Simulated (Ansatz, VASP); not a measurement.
# Zn: VASP beside Ansatz

Contents of INCAR:

```
  ALGO = Normal
  EDIFF = 1E-8
  ENCUT = 400
  GGA = PE
  GGA_COMPAT = False
  ISIF = 2
  ISMEAR = 0
  IVDW = 12
  LASPH = True
  LCHARG = False
  LEFG = True
  LREAL = False
  LWAVE = False
  NBANDS = 25
  NELM = 120
  PREC = Accurate
  SIGMA = 0.1
```

Contents of KPOINTS:

```
k-points
0
Gamma
  6 6 2
```

File POSCAR:

```
Zn
1.0
    2.2681701736     -1.3084870100      0.0000000000
    2.2681701736      1.3084870100      0.0000000000
   -1.5917165425      0.0000000000      7.3004081919
Zn
3
Direct
    0.0000000000      0.0000000000      0.0000000000
    0.2219821400      0.2219821400      0.6654950200
    0.7780178600      0.7780178600      0.3345049800
```

Input for Ansatz:

```yaml
crystal:
  lattice:
    - [2.2681701736, -1.30848701, 0.0]
    - [2.2681701736, 1.30848701, 0.0]
    - [-1.5917165425, 0.0, 7.3004081919]
  atoms:
    - { symbol: Zn, position: [0.0, 0.0, 0.0] }
    - { symbol: Zn, position: [0.22198214, 0.22198214, 0.66549502] }
    - { symbol: Zn, position: [0.77801786, 0.77801786, 0.33450498] }
basis:
  ecutwfc: 420
kpoints:
  mp_grid: { grid: [6, 6, 2] }
hamiltonian:
  xc: pbe
  dispersion: d3bj
scf:
  occupations: { method: gaussian, width: 0.1 }
output:
  forces: true
  stress: true
  eigenvalues: true
  efg: {}
```

Alike in both runs: task electric field gradients; functional PBE; dispersion D3(BJ); k mesh 6 × 6 × 2; occupations gaussian, width 0.1 eV; no spin polarisation.

```csv
,VASP,Ansatz
version,VASP 6.6.1,Ansatz 0.2.0
potentials or method,"VASP PAW PBE potentials, release 64 (Zn), cutoff 400 eV","scalar-relativistic, plane waves, PAW"
valence electrons in the cell,36,36
```

|  | VASP | Ansatz | Ansatz less VASP |
| --- | --- | --- | --- |
| gap on the k mesh at the Fermi level (eV) | none | none | - |
| pressure (GPa) | -0.4 | -0.2 | +0.21 |
| traceless stress, the component that is largest in VASP (GPa) | -1.06 | -1.04 | +0.023 |
| rms of the force components (eV/Å) | 0.012 | 0.012 | -0.0006 |

Atom by atom the forces differ by 0.001 eV/Å (rms over components). A gap of «none» marks a metal or a gap that the smearing closes.

The k mesh is coarse, so the values compare programs but aren't converged.
